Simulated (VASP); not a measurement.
# PbF2 (Fm-3m) in VASP: settings compared, part 3 of 3

VASP 6.6.1.

### 6 Relaxation of cell and atoms, PBEsol+D4

This run uses another cell than the first one, of 17.35 Å³/atom.

INCAR reads:

```
PREC     = Accurate       # precision mode
ENCUT    = 600            # plane-wave cutoff, eV
EDIFF    = 1E-6           # SCF threshold, eV
ISMEAR   = -1             # smearing method
SIGMA    = 0.05           # smearing width, eV
LREAL    = False          # projectors in reciprocal space
LASPH    = True           # aspherical terms in the spheres
NELM     = 80             # most SCF steps
ALGO     = Normal         # electronic algorithm
ISIF     = 3              # what is computed and relaxed
LWAVE    = False          # write WAVECAR
LCHARG   = False          # write CHGCAR
GGA      = PS             # functional
IVDW     = 13             # dispersion correction
IBRION   = 2              # ionic algorithm
NSW      = 60             # ionic steps
EDIFFG   = -0.01          # ionic threshold
```

KPOINTS reads:

```
regular mesh
0
Gamma
  8 8 8
```

POSCAR reads:

```
PbF2
1.0
    0.0000000000      2.9636600000      2.9636600000
    2.9636600000      0.0000000000      2.9636600000
    2.9636600000      2.9636600000      0.0000000000
Pb F
1 2
Direct
    0.0000000000      0.0000000000      0.0000000000
    0.7500000000      0.7500000000      0.7500000000
    0.2500000000      0.2500000000      0.2500000000
```

Potentials or basis: VASP PAW PBE potentials, release 64 (Pb_d, F).

Launch:

```console
> cat potpaw_PBE.64/Pb_d/POTCAR potpaw_PBE.64/F/POTCAR > POTCAR
> mpirun -np 1 vasp_std > vasp.out
```

OUTCAR:

```text
PREC = Accurate
   ENCUT = 600
   EDIFF = 1E-6
   ISMEAR = -1
   LREAL = False
   LASPH = True
   NELM = 80
   ISIF = 3
   GGA = PS
   IVDW = 13
   IBRION = 2
   NSW = 60
   EDIFFG = -0.01

 ion  position               nearest neighbor table
   1  0.000  0.000  0.000-   2 2.57   2 2.57   2 2.57   3 2.57   3 2.57   3 2.57   3 2.57   2 2.57

   2  0.750  0.750  0.750-   1 2.57   1 2.57   1 2.57   1 2.57
   3  0.250  0.250  0.250-   1 2.57   1 2.57   1 2.57   1 2.57

  LATTYP: Found a face centered cubic cell.
 ALAT       =     5.9273200000

  Lattice vectors:

 A1 = (   0.0000000000,   2.9636600000,   2.9636600000)
 A2 = (   2.9636600000,   0.0000000000,   2.9636600000)
 A3 = (   2.9636600000,   2.9636600000,   0.0000000000)

Analysis of symmetry for initial positions (statically):
=====================================================================
 Subroutine PRICEL returns:
 Original cell was already a primitive cell.

 Routine SETGRP: Setting up the symmetry group for a
 face centered cubic supercell.

 Subroutine GETGRP returns: Found 48 space group operations
 (whereof 48 operations were pure point group operations)
 out of a pool of 48 trial point group operations.

The static configuration has the point symmetry O_h .

Analysis of symmetry for dynamics (positions and initial velocities):
=====================================================================
 Subroutine PRICEL returns:
 Original cell was already a primitive cell.

 Routine SETGRP: Setting up the symmetry group for a
 face centered cubic supercell.

 Subroutine GETGRP returns: Found 48 space group operations
 (whereof 48 operations were pure point group operations)
 out of a pool of 48 trial point group operations.

The dynamic configuration has the point symmetry O_h .

 Subroutine INISYM returns: Found 48 space group operations
 (whereof 48 operations are pure point group operations),
 and found     1 'primitive' translations

----------------------------------------------------------------------------------------

                                     Primitive cell

  volume of cell :      52.0613
[... 104 lines left out ...]
   EMIN   =  10.00;   EMAX   =-10.00  energy-range for DOS
   EFERMI =   0.00;   METHOD = LEGACY
   ISMEAR =    -1;   SIGMA  =   0.05  broadening in eV -4-tet -1-fermi 0-gaus
   EFERMI_NEDOS =   21; number of points for ismear=-14 and -15
   IALGO  =     38    algorithm
   IMIX   =      4    mixing-type and parameters
     AMIX     =   0.40;   BMIX     =  1.00
     AMIX_MAG =   1.60;   BMIX_MAG =  1.00
  volume/ion in A,a.u.               =      17.35       117.11
  Fermi-wavevector in a.u.,A,eV,Ry     =   1.331340  2.515869 24.115883  1.772467
  Thomas-Fermi vector in A             =   2.460359
   LORBIT       =      0    0 simple, 1 ext, 2 COOP (PROOUT), +10 PAW based schemes
   GGA     = PS    functional components
   LHFCALC =     F    Hartree Fock is set to
   AEXX    =    0.0000 exact exchange contribution
   IVDW    =    13    specifies the selected vdW correction
   LEPSILON=     F    determine dielectric tensor
   LRPA    =     F    only Hartree local field effects (RPA)
 conjugate gradient relaxation of ions
 non-spin polarized calculation
  energy-cutoff  :      600.00
  volume of cell :       52.06
 maximum number of plane-waves:      1807
 NGX is ok and might be reduce to    36
   NGX = 17   NGY = 17   NGZ = 17

--------------------------------------- Ionic step        1  -------------------------------------------

 number of electron      28.0000008 magnetization

 Free energy of the ion-electron system (eV)
  ---------------------------------------------------
  ext. energy  EPLUGINS =         0.00000000
  ---------------------------------------------------
  free energy    TOTEN  =       -14.93783413 eV

  energy without entropy =      -14.93783413  energy(sigma->0) =      -14.93783413

------------------------ aborting loop because EDIFF is reached ----------------------------------------

  DFT-D4 for vdW energy calculation

  Edisp (eV):   -0.31263
[... 114 lines left out ...]
--------------------------------------- Ionic step        4  -------------------------------------------

 number of electron      28.0000003 magnetization

 E-fermi :   3.5546     XC(G=0):  -9.9491

 val. band max:        2.4477407730   @ k =  -0.2500   0.5000   0.2500
 cond. band min:       6.7316685636   @ k =   0.5000   0.5000   0.0000
 fundamental gap:      4.2839277906
 Fermi energy:         3.5545728943

 k-point     1 :       0.0000    0.0000    0.0000
  band No.  band energies     occupation
      1     -19.0113      2.00000
      2     -18.2633      2.00000
      3     -12.0070      2.00000
      4     -12.0070      2.00000
      5     -12.0070      2.00000
      6     -11.9142      2.00000
[... 535 lines left out ...]
--------------------------------------- Ionic step        5  -------------------------------------------

 number of electron      28.0000009 magnetization

 Free energy of the ion-electron system (eV)
  ---------------------------------------------------
  ext. energy  EPLUGINS =         0.00000000
  ---------------------------------------------------
  free energy    TOTEN  =       -14.94069508 eV

  energy without entropy =      -14.94069508  energy(sigma->0) =      -14.94069508

 E-fermi :   3.2178     XC(G=0):  -9.7954

 val. band max:        2.0635257655   @ k =  -0.2500   0.5000   0.2500
 cond. band min:       6.3611520204   @ k =   0.5000   0.5000   0.0000
 fundamental gap:      4.2976262549
 Fermi energy:         3.2178116280

 k-point     1 :       0.0000    0.0000    0.0000
  band No.  band energies     occupation
      1     -19.1344      2.00000
      2     -18.4456      2.00000
      3     -12.3360      2.00000
      4     -12.3360      2.00000
      5     -12.3360      2.00000
      6     -12.2595      2.00000
[... 529 lines left out ...]
  FREE ENERGIE OF THE ION-ELECTRON SYSTEM (eV)
  ---------------------------------------------------
  free  energy   TOTEN  =       -15.2545270041 eV

  energy  without entropy=      -15.2545270040  energy(sigma->0) =      -15.25452700

 reached required accuracy - stopping structural energy minimisation
```

OSZICAR:

```text
N       E                     dE             d eps       ncg     rms          rms(c)
DAV:   1     0.319125999164E+03    0.31913E+03   -0.16325E+04  1044   0.196E+03
DAV:   2     0.120212746520E+02   -0.30710E+03   -0.29712E+03  1196   0.482E+02
DAV:   3    -0.156180032909E+02   -0.27639E+02   -0.27316E+02  1188   0.158E+02
[... 44 lines left out ...]
DAV:   3    -0.149439808489E+02    0.22071E-01   -0.61412E-02  1324   0.430E+00    0.339E-01
DAV:   4    -0.149407139241E+02    0.32669E-02   -0.19170E-02  1196   0.217E+00    0.114E-01
DAV:   5    -0.149408283030E+02   -0.11438E-03   -0.24175E-03  1122   0.674E-01    0.633E-02
DAV:   6    -0.149406955847E+02    0.13272E-03   -0.55947E-04  1326   0.354E-01    0.164E-02
DAV:   7    -0.149406943736E+02    0.12111E-05   -0.45952E-05  1160   0.675E-02    0.315E-03
DAV:   8    -0.149406950809E+02   -0.70731E-06   -0.31841E-06  1018   0.202E-02
   5 F= -.15254527E+02 E0= -.15254527E+02  d E =-.405948E-02
```

It took 60 s on 1 thread of Intel Xeon 6975P-C (Granite Rapids), shared host; peak memory 0.22 GiB.

What came out:

| Quantity | Value |
| --- | --- |
| Free energy | -15.2545 eV |
| Relaxed volume | 16.90 Å³/atom |
| Relaxed cell | a = 4.155 Å, b = 4.155 Å, c = 4.155 Å, α = 60.00°, β = 60.00°, γ = 60.00° |
| Space group after relaxing (to 0.1 Å) | Fm-3m (No. 225) |
| Energy gained by relaxing | 1.4 meV/atom |
| Ionic steps | 5 |
| Pressure after relaxing | -0.1 GPa |
| Band gap on the k mesh | 4.30 eV (least direct gap 4.45 eV) |
| Dispersion energy per atom | -0.105 eV |

The path:
| step | energy change (eV) | largest force (eV/Å) | pressure (GPa) | volume (Å³) |
| --- | --- | --- | --- | --- |
| 1 | 0.0000 | 0.0000 | -0.35 | 52.06 |
| 2 | -0.0008 | 0.0000 | -0.56 | 51.78 |
| 3 | -0.0038 | 0.0000 | -0.31 | 50.92 |
| 4 | 0.0053 | 0.0000 | 2.26 | 49.25 |
| 5 | -0.0041 | 0.0000 | -0.08 | 50.71 |

Final structure:
```yaml
crystal:
  lattice:
    - [0.00000, 2.93786, 2.93786]
    - [2.93786, 0.00000, 2.93786]
    - [2.93786, 2.93786, 0.00000]
  atoms:
    - { symbol: Pb, position: [0.00000, 0.00000, 0.00000] }
    - { symbol: F, position: [0.75000, 0.75000, 0.75000] }
    - { symbol: F, position: [0.25000, 0.25000, 0.25000] }
```

Caveat: the PAW data sets were made with another functional, which shifts forces and pressure a little; spin-orbit coupling is left out, which moves the levels of the heavy elements.

### 7 Summary

| task | level | cell | cutoff (eV) | gap on the mesh (eV) | pressure (GPa) | relaxed volume (Å³/atom) |
| --- | --- | --- | --- | --- | --- | --- |
| single point | PBEsol+D4 | a = 4.159 Å, angles 60.0°, 3 atoms | 520 | 4.30 | -0.2 | - |
| single point | PBEsol+D3(BJ) | a = 4.191 Å, angles 60.0°, 3 atoms | 520 | 4.30 | -2.6 | - |
| relaxation of cell and atoms | PBEsol | relaxed from a = 4.191 Å, angles 60.0°, 3 atoms | 600 | 4.30 | 0.0 | 17.05 |
| relaxation of cell and atoms | PBEsol+D3(BJ) | relaxed from a = 4.191 Å, angles 60.0°, 3 atoms | 600 | 4.29 | 0.0 | 16.74 |
| relaxation of cell and atoms | PBEsol+D4 | relaxed from a = 4.191 Å, angles 60.0°, 3 atoms | 600 | 4.30 | -0.1 | 16.90 |

Alike in all rows: potentials or basis VASP PAW PBE potentials, release 64 (Pb_d, F); no spin polarisation; k mesh 8 × 8 × 8; smearing fermi-dirac 0.05 eV.

Caveats: the PAW data sets were made with another functional, which shifts forces and pressure a little; spin-orbit coupling is left out, which moves the levels of the heavy elements; three body term missing (at least some runs).

Absolute energies hang on the potentials; compare differences alone.
